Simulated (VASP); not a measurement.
# SiO2 (P6_422) in VASP: a series of runs

SiO2 is run at these levels: PBE; tasks: single point.

Everything below comes from runs of VASP 6.6.1. Logs are shortened: lines on timing, memory, paths and dates and some standing lists are left out, and cuts for length are marked.

### Step 1. The cell of the first run

It takes space group P6_422 (No. 181, hexagonal). The conventional cell has a = 5.259 Å, b = 5.259 Å, c = 5.501 Å, α = 90.00°, β = 90.00°, γ = 120.00°. Within 2.2 Å of Si (site symmetry 222) lie 4 O at 1.65 Å. O (site symmetry 2) has 2 Si at 1.65 Å within 2.2 Å.

### Step 2. Single point, PBE (strain +0.030 along x and y, -0.015 along z)

Contents of INCAR:

```
PREC = Accurate
ENCUT = 520
EDIFF = 1E-7
ISMEAR = 0
SIGMA = 0.05
LREAL = F
LASPH = T
NELM = 100
ALGO = Normal
ISIF = 2
LWAVE = F
LCHARG = F
GGA = PE
NBANDS = 34
```

Contents of KPOINTS:

```
Automatic mesh
0
Gamma
  6 6 4
```

Contents of POSCAR:

```
SiO2
1.0
    5.2585392688      0.0000000000      0.0000000000
   -2.6292696344      4.5540285936      0.0000000000
    0.0000000000      0.0000000000      5.5012710941
Si O
3 6
Direct
    0.0000000000      0.5000000000      0.3333333333
    0.5000000000      0.5000000000      0.6666666667
    0.5000000000      0.0000000000      0.0000000000
    0.5839605948      0.7919802974      0.8333333333
    0.7919802974      0.5839605948      0.5000000000
    0.7919802974      0.2080197026      0.1666666667
    0.4160394052      0.2080197026      0.8333333333
    0.2080197026      0.4160394052      0.5000000000
    0.2080197026      0.7919802974      0.1666666667
```

Potentials or basis: VASP PAW PBE potentials, release 64 (Si, O).

The run is started by

```bash
> cat potpaw_PBE.64/Si/POTCAR potpaw_PBE.64/O/POTCAR > POTCAR
> mpirun -np 1 vasp_std > vasp.out
```

OUTCAR:

```text
PREC = Accurate
   ENCUT = 520
   EDIFF = 1E-7
   ISMEAR = 0
   LREAL = F
   LASPH = T
   NELM = 100
   ISIF = 2
   GGA = PE

 ion  position               nearest neighbor table
   1  0.000  0.500  0.333-   6 1.65   9 1.65   8 1.65   5 1.65
   2  0.500  0.500  0.667-   4 1.65   7 1.65   5 1.65   8 1.65
   3  0.500  0.000  0.000-   4 1.65   7 1.65   6 1.65   9 1.65
   4  0.584  0.792  0.833-   2 1.65   3 1.65
   5  0.792  0.584  0.500-   1 1.65   2 1.65
   6  0.792  0.208  0.167-   1 1.65   3 1.65
   7  0.416  0.208  0.833-   2 1.65   3 1.65
   8  0.208  0.416  0.500-   1 1.65   2 1.65
   9  0.208  0.792  0.167-   1 1.65   3 1.65

  LATTYP: Found a hexagonal cell.
 ALAT       =     5.2585392688
 C/A-ratio  =     1.0461595536

  Lattice vectors:

 A1 = (   5.2585392688,   0.0000000000,   0.0000000000)
 A2 = (  -2.6292696344,   4.5540285936,   0.0000000000)
 A3 = (   0.0000000000,   0.0000000000,   5.5012710941)

Analysis of symmetry for initial positions (statically):
=====================================================================
 Subroutine PRICEL returns:
 Original cell was already a primitive cell.

 Routine SETGRP: Setting up the symmetry group for a
 hexagonal supercell.

 Subroutine GETGRP returns: Found 12 space group operations
 (whereof  4 operations were pure point group operations)
 out of a pool of 24 trial point group operations.

The static configuration has the point symmetry D_2 .
 The point group associated with its full space group is D_6 .

Analysis of symmetry for dynamics (positions and initial velocities):
=====================================================================
 Subroutine PRICEL returns:
 Original cell was already a primitive cell.

 Routine SETGRP: Setting up the symmetry group for a
 hexagonal supercell.

 Subroutine GETGRP returns: Found 12 space group operations
 (whereof  4 operations were pure point group operations)
 out of a pool of 24 trial point group operations.

The dynamic configuration has the point symmetry D_2 .
 The point group associated with its full space group is D_6 .

 Subroutine INISYM returns: Found 12 space group operations
 (whereof  4 operations are pure point group operations),
 and found     1 'primitive' translations

----------------------------------------------------------------------------------------

                                     Primitive cell

  volume of cell :     131.7419

  direct lattice vectors                    reciprocal lattice vectors
     5.258539269  0.000000000  0.000000000     0.190166879  0.109792899  0.000000000
    -2.629269634  4.554028594  0.000000000     0.000000000  0.219585797  0.000000000
     0.000000000  0.000000000  5.501271094     0.000000000  0.000000000  0.181776172

  length of vectors
     5.258539269  5.258539269  5.501271094     0.219585797  0.219585797  0.181776172

  position of ions in fractional coordinates (direct lattice)
     1.000000000  0.500000000  0.333333333
     0.500000000  0.500000000  0.666666667
     0.500000000  0.000000000  0.000000000
     0.583960595  0.791980297  0.833333333
     0.791980297  0.583960595  0.500000000
     0.791980297  0.208019703  0.166666667
     0.416039405  0.208019703  0.833333333
     0.208019703  0.416039405  0.500000000
     0.208019703  0.791980297  0.166666667

  ion indices of the primitive-cell ions
   primitive index   ion index
                 1           1
                 2           2
                 3           3
                 4           4
                 5           5
                 6           6
                 7           7
                 8           8
                 9           9

----------------------------------------------------------------------------------------

 KPOINTS: Automatic mesh

Automatic generation of k-mesh.
 Grid dimensions read from file:
 generate k-points for:    6    6    4

 Generating k-lattice:

  Cartesian coordinates                     Fractional coordinates (reciprocal lattice)
     0.031694480  0.018298816  0.000000000     0.166666667  0.000000000  0.000000000
     0.000000000  0.036597633  0.000000000     0.000000000  0.166666667  0.000000000
     0.000000000  0.000000000  0.045444043     0.000000000  0.000000000  0.250000000

  Length of vectors
     0.036597633  0.036597633  0.045444043

  Shift w.r.t. Gamma in fractional coordinates (k-lattice)
     0.000000000  0.000000000  0.000000000

 Subroutine IBZKPT returns following result:
 ===========================================

 Found     21 irreducible k-points:

 Following reciprocal coordinates:
            Coordinates               Weight
  0.000000  0.000000  0.000000      1.000000
  0.166667 -0.000000  0.000000      6.000000
  0.333333  0.000000  0.000000      6.000000
  0.500000  0.000000  0.000000      3.000000
  0.166667  0.166667  0.000000      6.000000
  0.333333  0.166667  0.000000     12.000000
[... 13 lines left out ...]
  0.333333  0.166667  0.500000     12.000000
  0.333333  0.333333  0.500000      2.000000
   k-points           NKPTS =     21   k-points in BZ     NKDIM =     21   number of bands    NBANDS=     34
   number of dos      NEDOS =    301   number of ions     NIONS =      9
   total plane-waves  NPLWV =  67200
   dimension x,y,z NGX =    40 NGY =   40 NGZ =   42
   dimension x,y,z NGXF=    80 NGYF=   80 NGZF=   84
   ions per type =               3   6
   NGX,Y,Z   is equivalent  to a cutoff of  12.65, 12.65, 12.69 a.u.
   NGXF,Y,Z  is equivalent  to a cutoff of  25.29, 25.29, 25.38 a.u.
 SYSTEM =  unknown system
   PREC   = accura    normal or accurate (medium, high low for compatibility)
   ISTART =      0    job   : 0-new  1-cont  2-samecut
   ICHARG =      2    charge: 1-file 2-atom 10-const
   ISPIN  =      1    spin polarized calculation?
   LNONCOLLINEAR =      F non collinear calculations
   LSORBIT =      F    spin-orbit coupling
   LASPH  =      T    aspherical Exc in radial PAW
   ENCUT  =  520.0 eV  38.22 Ry    6.18 a.u.   9.78  9.78 10.23*2*pi/ulx,y,z
   NELM   =    100;   NELMIN=  2; NELMDL= -5     # of ELM steps
   EDIFF  = 0.1E-06   stopping-criterion for ELM
   LREAL  =      F    real-space projection
   EDIFFG = 0.1E-05   stopping-criterion for IOM
   NSW    =      0    number of steps for IOM
   IBRION =     -1    ionic relax: 0-MD 1-quasi-New 2-CG
   NFREE  =      0    steps in history (QN), initial steepest desc. (CG)
   ISIF   =      2    stress and relaxation
   ISYM   =      2    0-nonsym 1-usesym 2-fastsym
   POTIM  = 0.5000    time-step for ionic-motion
   TEBEG  =    0.0;   TEEND  =   0.0 temperature during run
   PSTRESS=    0.0 pullay stress
   NELECT =      48.0000    total number of electrons
   NUPDOWN=      -1.0000    fix difference up-down
   EMIN   =  10.00;   EMAX   =-10.00  energy-range for DOS
   EFERMI =   0.00;   METHOD = LEGACY
   ISMEAR =     0;   SIGMA  =   0.05  broadening in eV -4-tet -1-fermi 0-gaus
   EFERMI_NEDOS =   21; number of points for ismear=-14 and -15
   IALGO  =     38    algorithm
   IMIX   =      4    mixing-type and parameters
     AMIX     =   0.40;   BMIX     =  1.00
     AMIX_MAG =   1.60;   BMIX_MAG =  1.00
  volume/ion in A,a.u.               =      14.64        98.78
  Fermi-wavevector in a.u.,A,eV,Ry     =   1.169268  2.209595 18.601706  1.367187
  Thomas-Fermi vector in A             =   2.305743
   LORBIT       =      0    0 simple, 1 ext, 2 COOP (PROOUT), +10 PAW based schemes
   GGA     = PE    functional components
   LHFCALC =     F    Hartree Fock is set to
   AEXX    =    0.0000 exact exchange contribution
   IVDW    =     0    specifies the selected vdW correction
   LEPSILON=     F    determine dielectric tensor
   LRPA    =     F    only Hartree local field effects (RPA)
 non-spin polarized calculation
 Gauss-broadening in eV      SIGMA  =   0.05
  energy-cutoff  :      520.00
  volume of cell :      131.74
 maximum number of plane-waves:      3572
 NGX is ok and might be reduce to    40
   NGX = 19   NGY = 19   NGZ = 21

 number of electron      48.0000020 magnetization

 Free energy of the ion-electron system (eV)
  ---------------------------------------------------
  ext. energy  EPLUGINS =         0.00000000
  ---------------------------------------------------
  free energy    TOTEN  =       -70.96624424 eV

  energy without entropy =      -70.96624424  energy(sigma->0) =      -70.96624424

 E-fermi :   0.2876     XC(G=0):  -8.4429

 val. band max:        0.0361159961   @ k =   0.5000   0.0000   0.0000
 cond. band min:       5.2437512274   @ k =   0.0000   0.0000   0.0000
 fundamental gap:      5.2076352313
 Fermi energy:         0.2876244246

 k-point     1 :       0.0000    0.0000    0.0000
  band No.  band energies     occupation
      1     -19.0174      2.00000
      2     -17.6343      2.00000
      3     -17.6343      2.00000
      4     -17.1753      2.00000
      5     -17.1414      2.00000
      6     -17.1414      2.00000
[... 26 lines left out ...]
     33      12.0043      0.00000
     34      12.0959      0.00000

 k-point     2 :       0.1667   -0.0000    0.0000
  band No.  band energies     occupation
      1     -18.9509      2.00000
      2     -17.7521      2.00000
      3     -17.6434      2.00000
      4     -17.1604      2.00000
      5     -17.1335      2.00000
      6     -17.1307      2.00000
[... 26 lines left out ...]
     33      11.8902      0.00000
     34      12.6065      0.00000
[... 664 lines left out ...]
     33      10.6946      0.00000
     34      11.2289      0.00000

 k-point    21 :       0.3333    0.3333    0.5000
  band No.  band energies     occupation
      1     -18.5733      2.00000
      2     -17.9689      2.00000
      3     -17.9689      2.00000
      4     -17.1533      2.00000
      5     -17.1087      2.00000
      6     -17.1087      2.00000
[... 26 lines left out ...]
     33      11.1015      0.00000
     34      11.1484      0.00000

------------------------ aborting loop because EDIFF is reached ----------------------------------------

  FORCE on cell =-STRESS in cart. coord.  units (eV):
  Direction    XX          YY          ZZ          XY          YZ          ZX
  --------------------------------------------------------------------------------------
  -------------------------------------------------------------------------------------
  Total       -6.6904915     -6.6904915     -3.9972959      0.0000000      0.0000000      0.0000000
  in kB      -81.3663222    -81.3663222    -48.6130600      0.0000000      0.0000000      0.0000000
  external PRESSURE =     -70.4485681 kB  Pullay stress =       0.0000000 kB

 VOLUME and BASIS-vectors are now :
 -----------------------------------------------------------------------------
  energy-cutoff  :      520.00
  volume of cell :      131.74
      direct lattice vectors                 reciprocal lattice vectors
     5.258539269  0.000000000  0.000000000     0.190166879  0.109792899  0.000000000
    -2.629269634  4.554028594  0.000000000     0.000000000  0.219585797  0.000000000
     0.000000000  0.000000000  5.501271094     0.000000000  0.000000000  0.181776172

 POSITION                                       TOTAL-FORCE (eV/Angst)
 -----------------------------------------------------------------------------------
     -1.31463      2.27701      1.83376         0.000000      0.000000     -0.000000
      1.31463      2.27701      3.66751         0.000000      0.000000     -0.000000
      2.62927      0.00000      0.00000         0.000000      0.000000      0.000000
      0.98845      3.60670      4.58439        -0.307650     -0.177622     -0.000000
      2.62927      2.65937      2.75064         0.000000     -0.355243      0.000000
      3.61772      0.94733      0.91688        -0.307650      0.177622      0.000000
      1.64082      0.94733      4.58439         0.307650      0.177622      0.000000
     -0.00000      1.89466      2.75064         0.000000      0.355243      0.000000
     -0.98845      3.60670      0.91688         0.307650     -0.177622     -0.000000
 -----------------------------------------------------------------------------------
    total drift:                               -0.000000      0.000000     -0.000001

  FREE ENERGIE OF THE ION-ELECTRON SYSTEM (eV)
  ---------------------------------------------------
  free  energy   TOTEN  =       -70.9662442421 eV

  energy  without entropy=      -70.9662442421  energy(sigma->0) =      -70.96624424
```

Run time: 2 min. Hardware: 1 thread of Intel Xeon 8259CL, shared host; peak memory 0.27 GiB.

What came out:

- Free energy: -70.9662 eV
- Pressure: -7.0 GPa
- Largest force: 0.355 eV/Å
- Band gap on the k mesh: 5.21 eV (least direct gap 5.48 eV)

Forces in eV/Å, atoms in the order of the input:
```
Si   0.000  0.000  0.000
Si   0.000  0.000  0.000
Si   0.000  0.000  0.000
O   -0.308 -0.178  0.000
O    0.000 -0.355  0.000
O   -0.308  0.178  0.000
O    0.308  0.178  0.000
O    0.000  0.355  0.000
O    0.308 -0.178  0.000
```

Caveat: the cell differs from its parent crystal (strain +0.030 along x and y, -0.015 along z); the cell stands under tension.

(Continued in part 2 of 3.)
